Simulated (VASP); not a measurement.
Write the native input for VASP 6.6.1 that does the following.

```yaml
Task: single point
Functional: LDA
Potentials_or_basis: VASP PAW LDA potentials, release 64 (Ni)
Cutoff: 520 eV
k_mesh: 6 × 6 × 4
Occupations: fermi-dirac, width 0.15 eV
Spin: collinear spin, ferromagnetic start
Starting_moments: "[1.0, 1.0] μB"
Dipole_correction: no
Further_INCAR_settings: ALGO = Normal; EDIFF = 1e-07; NBANDS = 21
```

The structure of Ni lies in POSCAR:

```
Ni
1.0
    2.4480200000      0.0000000000      0.0000000000
   -1.2240100000      2.1200500000      0.0000000000
    0.0000000000      0.0000000000      4.0728100000
Ni
2
Direct
    0.3333333333      0.6666666667      0.2500000000
    0.6666666667      0.3333333333      0.7500000000
```

These files were run (other wordings do the same):

INCAR

```
ALGO = Normal ; EDIFF = 1E-7
ENCUT = 520 ; ISIF = 2
ISMEAR = -1 ; ISPIN = 2
LASPH = True ; LCHARG = False
LMAXMIX = 4 ; LORBIT = 11
LREAL = False ; LWAVE = False
MAGMOM = 1 1 ; NBANDS = 21
NELM = 150 ; PREC = Accurate
SIGMA = 0.15
```

KPOINTS

```
k-points
0
Gamma
  6 6 4
```

Potentials or basis: VASP PAW LDA potentials, release 64 (Ni).

Run with:

```console
$ cat potpaw_LDA.64/Ni/POTCAR > POTCAR
$ mpirun -np 1 vasp_std > vasp.out
```

Results of the run:

```yaml
Pressure: -10.5 GPa
Net_moment: 1.00 μB per cell
Site_moments: Ni +0.50 μB
Valence_electrons_inside_the_program's_atomic_spheres: Ni 9.38
```

Caveat: the k points lie up to 0.49 Å⁻¹ apart.

It took 38 s on 1 thread of Intel Xeon 6975P-C, with other jobs on the host, peak memory 0.13 GiB.
